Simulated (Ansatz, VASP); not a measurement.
## CsSnBr3: VASP beside Ansatz

POSCAR

```
CsSnBr3
1.0
    5.8989857281      0.0000000000      0.0000000000
    0.0000000000      5.8989857281      0.0000000000
    0.0000000000      0.0000000000      5.8989857281
Cs Sn Br
1 1 3
Direct
    0.0000000000      0.0000000000      0.0000000000
    0.5000000000      0.5000000000      0.5000000000
    0.5000000000      0.5000000000      0.0000000000
    0.5000000000      0.0000000000      0.5000000000
    0.0000000000      0.5000000000      0.5000000000
```

Contents of INCAR.step1:

```
PREC = Accurate
ENCUT = 550
ISMEAR = 0
SIGMA = 0.01
LREAL = F
LASPH = T
NELM = 120
NBANDS = 30
GGA = PE
ALGO = Normal
EDIFF = 1E-5
LWAVE = T
LCHARG = F
GGA_COMPAT = F
```

Contents of INCAR.step2:

```
PREC = Accurate
ENCUT = 550
EDIFF = 1E-6
ISMEAR = 0
SIGMA = 0.01
LREAL = F
LASPH = T
NELM = 120
ALGO = Normal
ISIF = 2
LWAVE = F
LCHARG = F
METAGGA = R2SCAN
LMIXTAU = T
NBANDS = 30
ISTART = 1
GGA_COMPAT = F
```

Contents of KPOINTS:

```
Automatic mesh
0
Gamma
  4 4 4
```

Input for Ansatz:

```yaml
crystal:
  lattice:
    - [5.8989857281, 0.0, 0.0]
    - [0.0, 5.8989857281, 0.0]
    - [0.0, 0.0, 5.8989857281]
  atoms:
    - { symbol: Cs, position: [0.0, 0.0, 0.0] }
    - { symbol: Sn, position: [0.5, 0.5, 0.5] }
    - { symbol: Br, position: [0.5, 0.5, 0.0] }
    - { symbol: Br, position: [0.5, 0.0, 0.5] }
    - { symbol: Br, position: [0.0, 0.5, 0.5] }
kpoints:
  mp_grid: { grid: [4, 4, 4] }
hamiltonian:
  xc: r2scan
scf:
  occupations: { method: fixed }
  n_extra_bands: 5
output:
  forces: true
  stress: true
  eigenvalues: true
```

Alike in both runs: task single point; functional r2SCAN; k mesh 4 × 4 × 4; no spin polarisation.

|  | VASP | Ansatz |
| --- | --- | --- |
| version | VASP 6.6.1 | Ansatz 0.2.0 |
| potentials or method | VASP PAW PBE potentials, release 64 (Cs_sv, Sn_d, Br) | plane waves, PAW |
| plane-wave cutoff (eV) | 550 | 500 |
| occupations | gaussian, width 0.01 eV | fixed |
| valence electrons in the cell | 44 | 44 |

Ansatz gave:

* gap on the k mesh at the Fermi level (eV): 0.84
* pressure (GPa): -0.6

Estimate VASP's values.

gap on the k mesh at the Fermi level (eV): 0.85; pressure (GPa): -0.6.

VASP's potentials were made for PBE, not for r2SCAN.

Neither program's run includes spin-orbit coupling.
